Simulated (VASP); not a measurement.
# Nb (R-3m) in VASP: notebook, part 2 of 3

VASP 6.6.1.

## 3. Single point, PBEsol

This run uses another cell than the first one, of the same volume but with other edges.

INCAR reads:

```
PREC = Accurate ; ENCUT = 520
EDIFF = 1E-6 ; ISMEAR = 0
SIGMA = 0.15 ; LREAL = False
LASPH = True ; NELM = 100
ALGO = Fast ; ISIF = 2
LWAVE = False ; LCHARG = False
GGA = PS ; NBANDS = 12
```

KPOINTS reads:

```
regular mesh
0
Gamma
  22 22 22
```

POSCAR reads:

```
Nb
1.0
   -0.4583504489      1.9124277349      1.9124277349
    1.9124277349     -0.4583504489      1.9124277349
    1.9124277349      1.9124277349     -0.4583504489
Nb
1
Direct
    0.0000000000      0.0000000000      0.0000000000
```

Potentials or basis: VASP PAW PBE potentials, release 64 (Nb_sv).

On the command line:

```bash
> cat potpaw_PBE.64/Nb_sv/POTCAR > POTCAR
> mpirun -np 1 vasp_std > vasp.out
```

OUTCAR:

```text
PREC = Accurate
   ENCUT = 520
   EDIFF = 1E-6
   ISMEAR = 0
   LREAL = False
   LASPH = True
   NELM = 100
   ISIF = 2
   GGA = PS

 ion  position               nearest neighbor table
   1  0.000  0.000  0.000-

  LATTYP: Found a trigonal (rhomboedric) cell.
 ALAT       =     2.7431450593
 COS(alpha) =     0.2530624440

  Lattice vectors:

 A1 = (  -0.4583504489,   1.9124277349,   1.9124277349)
 A2 = (   1.9124277349,  -0.4583504489,   1.9124277349)
 A3 = (   1.9124277349,   1.9124277349,  -0.4583504489)

Analysis of symmetry for initial positions (statically):
=====================================================================
 Subroutine PRICEL returns:
 Original cell was already a primitive cell.

 Routine SETGRP: Setting up the symmetry group for a
 trigonal (rhombohedral) supercell.

 Subroutine GETGRP returns: Found 12 space group operations
 (whereof 12 operations were pure point group operations)
 out of a pool of 12 trial point group operations.

The static configuration has the point symmetry D_3d.

Analysis of symmetry for dynamics (positions and initial velocities):
=====================================================================
 Subroutine PRICEL returns:
 Original cell was already a primitive cell.

 Routine SETGRP: Setting up the symmetry group for a
 trigonal (rhombohedral) supercell.

 Subroutine GETGRP returns: Found 12 space group operations
 (whereof 12 operations were pure point group operations)
 out of a pool of 12 trial point group operations.

The dynamic configuration has the point symmetry D_3d.

 Subroutine INISYM returns: Found 12 space group operations
 (whereof 12 operations are pure point group operations),
 and found     1 'primitive' translations

----------------------------------------------------------------------------------------

                                     Primitive cell

  volume of cell :      18.9217

  direct lattice vectors                    reciprocal lattice vectors
    -0.458350449  1.912427735  1.912427735    -0.182186965  0.239615465  0.239615465
     1.912427735 -0.458350449  1.912427735     0.239615465 -0.182186965  0.239615465
     1.912427735  1.912427735 -0.458350449     0.239615465  0.239615465 -0.182186965

  length of vectors
     2.743145059  2.743145059  2.743145059     0.384737875  0.384737875  0.384737875

  position of ions in fractional coordinates (direct lattice)
     0.000000000  0.000000000  0.000000000

  ion indices of the primitive-cell ions
   primitive index   ion index
                 1           1

----------------------------------------------------------------------------------------

 KPOINTS: regular mesh

Automatic generation of k-mesh.
 Grid dimensions read from file:
 generate k-points for:   22   22   22

 Generating k-lattice:

  Cartesian coordinates                     Fractional coordinates (reciprocal lattice)
    -0.008281226  0.010891612  0.010891612     0.045454545  0.000000000 -0.000000000
     0.010891612 -0.008281226  0.010891612     0.000000000  0.045454545 -0.000000000
     0.010891612  0.010891612 -0.008281226    -0.000000000 -0.000000000  0.045454545

  Length of vectors
     0.017488085  0.017488085  0.017488085

  Shift w.r.t. Gamma in fractional coordinates (k-lattice)
     0.000000000  0.000000000  0.000000000

 Subroutine IBZKPT returns following result:
 ===========================================

 Found   1024 irreducible k-points:

 Following reciprocal coordinates:
            Coordinates               Weight
  0.000000  0.000000  0.000000      1.000000
  0.045455  0.000000  0.000000      6.000000
  0.090909  0.000000  0.000000      6.000000
  0.136364  0.000000  0.000000      6.000000
  0.181818  0.000000 -0.000000      6.000000
  0.227273 -0.000000  0.000000      6.000000
[... 16 lines left out ...]
  0.500000  0.045455 -0.000000     12.000000
 -0.454545  0.045455  0.000000     12.000000
 [... further k-points ...]
   k-points           NKPTS =   1024   k-points in BZ     NKDIM =   1024   number of bands    NBANDS=     12
   number of dos      NEDOS =    301   number of ions     NIONS =      1
   total plane-waves  NPLWV =   8000
   dimension x,y,z NGX =    20 NGY =   20 NGZ =   20
   dimension x,y,z NGXF=    40 NGYF=   40 NGZF=   40
   ions per type =               1
   NGX,Y,Z   is equivalent  to a cutoff of  12.12, 12.12, 12.12 a.u.
   NGXF,Y,Z  is equivalent  to a cutoff of  24.24, 24.24, 24.24 a.u.
 SYSTEM =  unknown system
   PREC   = accura    normal or accurate (medium, high low for compatibility)
   ISTART =      0    job   : 0-new  1-cont  2-samecut
   ICHARG =      2    charge: 1-file 2-atom 10-const
   ISPIN  =      1    spin polarized calculation?
   LNONCOLLINEAR =      F non collinear calculations
   LSORBIT =      F    spin-orbit coupling
   LASPH  =      T    aspherical Exc in radial PAW
   ENCUT  =  520.0 eV  38.22 Ry    6.18 a.u.   5.10  5.10  5.10*2*pi/ulx,y,z
   NELM   =    100;   NELMIN=  2; NELMDL= -5     # of ELM steps
   EDIFF  = 0.1E-05   stopping-criterion for ELM
   LREAL  =      F    real-space projection
[... 7 lines left out ...]
   TEBEG  =    0.0;   TEEND  =   0.0 temperature during run
   PSTRESS=    0.0 pullay stress
   NELECT =      13.0000    total number of electrons
   NUPDOWN=      -1.0000    fix difference up-down
   EMIN   =  10.00;   EMAX   =-10.00  energy-range for DOS
   EFERMI =   0.00;   METHOD = LEGACY
   ISMEAR =     0;   SIGMA  =   0.15  broadening in eV -4-tet -1-fermi 0-gaus
   EFERMI_NEDOS =   21; number of points for ismear=-14 and -15
   IALGO  =     68    algorithm
   IMIX   =      4    mixing-type and parameters
     AMIX     =   0.40;   BMIX     =  1.00
     AMIX_MAG =   1.60;   BMIX_MAG =  1.00
  volume/ion in A,a.u.               =      18.92       127.69
  Fermi-wavevector in a.u.,A,eV,Ry     =   1.444560  2.729823 28.392005  2.086754
  Thomas-Fermi vector in A             =   2.562841
   LORBIT       =      0    0 simple, 1 ext, 2 COOP (PROOUT), +10 PAW based schemes
   GGA     = PS    functional components
   LHFCALC =     F    Hartree Fock is set to
   AEXX    =    0.0000 exact exchange contribution
   IVDW    =     0    specifies the selected vdW correction
   LEPSILON=     F    determine dielectric tensor
   LRPA    =     F    only Hartree local field effects (RPA)
 non-spin polarized calculation
 RMM-DIIS sequential band-by-band and
 Gauss-broadening in eV      SIGMA  =   0.15
  energy-cutoff  :      520.00
  volume of cell :       18.92
 maximum number of plane-waves:       529
   NGX = 11   NGY = 11   NGZ = 11

 number of electron      13.0000000 magnetization

 Free energy of the ion-electron system (eV)
  ---------------------------------------------------
  ext. energy  EPLUGINS =         0.00000000
  ---------------------------------------------------
  free energy    TOTEN  =       -10.54105856 eV

  energy without entropy =      -10.52655450  energy(sigma->0) =      -10.53380653

 E-fermi :  10.5356     XC(G=0): -12.3061

 val. band max:       10.5328463754   @ k =   0.4091   0.2273   0.1364
 cond. band min:      10.5379556374   @ k =  -0.3636   0.2273   0.1818
 fundamental gap:      0.0051092621
 Fermi energy:        10.5355977740

 k-point     1 :       0.0000    0.0000    0.0000
  band No.  band energies     occupation
      1     -43.9645      2.00000
      2     -19.3785      2.00000
      3     -19.3785      2.00000
      4     -18.9956      2.00000
      5       4.6180      2.00000
      6       8.6053      2.00000
      7       8.6053      2.00000
      8      14.4837      0.00000
      9      14.6252      0.00000
     10      14.6252      0.00000
     11      22.9895      0.00000
     12      25.9964      0.00000

 k-point     2 :       0.0455    0.0000    0.0000
  band No.  band energies     occupation
      1     -43.9606      2.00000
      2     -19.3983      2.00000
      3     -19.3771      2.00000
      4     -19.0072      2.00000
      5       4.6859      2.00000
      6       8.6192      2.00000
      7       8.6478      2.00000
      8      14.4455      0.00000
      9      14.5603      0.00000
     10      14.6051      0.00000
     11      23.1097      0.00000
     12      25.8562      0.00000
[... 316 lines left out ...]
 k-point    24 :      -0.4545    0.0455    0.0000
  band No.  band energies     occupation
      1     -43.7676      2.00000
      2     -20.6778      2.00000
      3     -19.3231      2.00000
      4     -19.1063      2.00000
      5       7.3106      2.00000
      6       8.8987      2.00000
      7      11.1503      0.00000
      8      13.5421      0.00000
      9      14.1788      0.00000
     10      14.3756      0.00000
     11      20.9311      0.00000
     12      24.9228      0.00000

 [... further k-points ...]

------------------------ aborting loop because EDIFF is reached ----------------------------------------

  FORCE on cell =-STRESS in cart. coord.  units (eV):
  Direction    XX          YY          ZZ          XY          YZ          ZX
  --------------------------------------------------------------------------------------
  -------------------------------------------------------------------------------------
  Total       -0.7541279     -0.7541279     -0.7541279      0.7363119      0.7363119      0.7363119
  in kB      -63.8549355    -63.8549355    -63.8549355     62.3463886     62.3463886     62.3463886
  external PRESSURE =     -63.8549355 kB  Pullay stress =       0.0000000 kB

 VOLUME and BASIS-vectors are now :
 -----------------------------------------------------------------------------
  energy-cutoff  :      520.00
  volume of cell :       18.92
      direct lattice vectors                 reciprocal lattice vectors
    -0.458350449  1.912427735  1.912427735    -0.182186965  0.239615465  0.239615465
     1.912427735 -0.458350449  1.912427735     0.239615465 -0.182186965  0.239615465
     1.912427735  1.912427735 -0.458350449     0.239615465  0.239615465 -0.182186965

 POSITION                                       TOTAL-FORCE (eV/Angst)
 -----------------------------------------------------------------------------------
      0.00000      0.00000      0.00000         0.000000      0.000000      0.000000
 -----------------------------------------------------------------------------------
    total drift:                                0.000000     -0.000000     -0.000000

  FREE ENERGIE OF THE ION-ELECTRON SYSTEM (eV)
  ---------------------------------------------------
  free  energy   TOTEN  =       -10.5410585621 eV

  energy  without entropy=      -10.5265544960  energy(sigma->0) =      -10.53380653
```

OSZICAR:

```text
N       E                     dE             d eps       ncg     rms          rms(c)
DAV:   1     0.117651145245E+03    0.11765E+03   -0.72550E+03 24664   0.107E+03
DAV:   2    -0.594953231766E+01   -0.12360E+03   -0.11866E+03 26596   0.387E+02
DAV:   3    -0.106128496190E+02   -0.46633E+01   -0.44321E+01 34860   0.662E+01
[... 12 lines left out ...]
RMM:  16    -0.105410507795E+02   -0.63307E-05   -0.57633E-05 36167   0.453E-02    0.165E-02
RMM:  17    -0.105410586615E+02   -0.78820E-05   -0.41061E-05 39282   0.738E-02    0.270E-02
RMM:  18    -0.105410558643E+02    0.27972E-05   -0.27969E-05 36275   0.453E-02    0.947E-03
RMM:  19    -0.105410571863E+02   -0.13220E-05   -0.95355E-06 28374   0.221E-02    0.734E-03
RMM:  20    -0.105410582590E+02   -0.10726E-05   -0.56584E-06 26309   0.174E-02    0.361E-04
RMM:  21    -0.105410585621E+02   -0.30313E-06   -0.31922E-06 23853   0.114E-02
   1 F= -.10541059E+02 E0= -.10533807E+02  d E =-.145041E-01
```

Run time: 1.9 min. Hardware: 1 thread of Intel Xeon 6975P-C (Granite Rapids), shared host; peak memory 0.32 GiB.

Results:

* Free energy: -10.5411 eV
* Pressure: -6.4 GPa

Stress tensor (GPa, compression positive):
```
-6.39  6.23  6.23
 6.23 -6.39  6.23
 6.23  6.23 -6.39
```

Caveat: the PAW data sets were made with another functional, which shifts forces and pressure a little.

## 4. Single point, PBEsol

This run uses another cell than the first one, of the same volume but with other edges.

INCAR reads:

```
PREC = Accurate
ENCUT = 520
EDIFF = 1E-7
ISMEAR = 0
SIGMA = 0.15
LREAL = F
LASPH = T
NELM = 60
ALGO = Fast
ISIF = 2
LWAVE = F
LCHARG = T
GGA = PS
LELF = T
LVHAR = T
NBANDS = 12
```

KPOINTS is that of step 3.

POSCAR reads:

```
Nb
1.0
    0.5155410659      2.4016669169      2.4016669169
    2.4016669169      0.5155410659      2.4016669169
    2.4016669169      2.4016669169      0.5155410659
Nb
1
Direct
    0.0000000000      0.0000000000      0.0000000000
```

On the command line:

```bash
> cat potpaw_PBE.64/Nb_sv/POTCAR > POTCAR
> mpirun -np 1 vasp_std > vasp.out
```

It took 6.1 min on 1 thread of Intel Xeon 6975P-C (Granite Rapids), shared host; peak memory 0.35 GiB.

The run converged. Its results:

```
Free energy : -10.2585 eV
Pressure    : 2.4 GPa
```

Stress tensor (GPa, compression positive):
```
  2.38 -14.25 -14.25
-14.25   2.38 -14.25
-14.25 -14.25   2.38
```

Levels at points of the mesh, in eV from the Fermi level:
```csv
k point,band 2,band 3,band 4,band 5,band 6,band 7,band 8,band 9,band 10,band 11
"(0.00, 0.00, 0.00)",-30.77,-29.58,-29.58,-6.10,-2.72,0.46,0.46,4.07,4.07,9.74
"(0.50, 0.00, 0.00)",-31.97,-30.50,-30.11,-4.20,-2.34,2.04,2.15,2.68,7.06,11.34
"(0.50, 0.50, 0.00)",-31.93,-30.61,-30.15,-4.33,-3.67,3.73,3.99,4.00,7.10,9.34
"(0.50, 0.50, 0.50)",-31.16,-29.60,-29.60,-4.25,-1.11,0.33,0.33,4.66,4.66,5.51
```

Caveat: the PAW data sets were made with another functional, which shifts forces and pressure a little.

## 5. Single point, PBEsol

This run uses another cell than the first one, of the same volume but with other edges.

INCAR reads:

```
  ALGO = Fast
  EDIFF = 1E-7
  ENCUT = 520
  GGA = PS
  ISIF = 2
  ISMEAR = 0
  LASPH = True
  LCHARG = False
  LREAL = False
  LWAVE = False
  NBANDS = 12
  NELM = 60
  PREC = Accurate
  SIGMA = 0.15
```

KPOINTS reads:

```
k-points
0
Gamma
  22 22 22
```

POSCAR reads:

```
Nb
1.0
   -0.6686959412      1.8389138384      1.8389138384
    1.8389138384     -0.6686959412      1.8389138384
    1.8389138384      1.8389138384     -0.6686959412
Nb
1
Direct
    0.0000000000      0.0000000000      0.0000000000
```

On the command line:

```bash
> cat potpaw_PBE.64/Nb_sv/POTCAR > POTCAR
> mpirun -np 1 vasp_std > vasp.out
```

Run time: 3.5 min. Hardware: 1 thread of Intel Xeon 6975P-C (Granite Rapids), shared host; peak memory 0.32 GiB.

Results (log left out):

```
Free energy : -10.1914 eV
Pressure    : -1.0 GPa
```

Stress tensor (GPa, compression positive):
```
-1.04  9.80  9.80
 9.80 -1.04  9.80
 9.80  9.80 -1.04
```

Levels at points of the mesh, in eV from the Fermi level:
```
           k point  band 4  band 5  band 6  band 7  band 8  band 9  band 10  band 11
(0.00, 0.00, 0.00)  -29.56   -5.79   -2.70   -2.70    4.97    4.97     5.20    13.44
(0.50, 0.00, 0.00)  -29.52   -2.82   -1.97    0.69    2.13    2.69     5.25    10.48
(0.50, 0.50, 0.00)  -29.48   -4.31   -1.57    2.96    3.12    5.03     7.40     7.66
(0.50, 0.50, 0.50)  -30.76   -3.52   -2.08   -2.08    6.95    7.74     7.74    10.72
```

Caveat: the PAW data sets were made with another functional, which shifts forces and pressure a little.

(Part 2 of 3 ends here.)
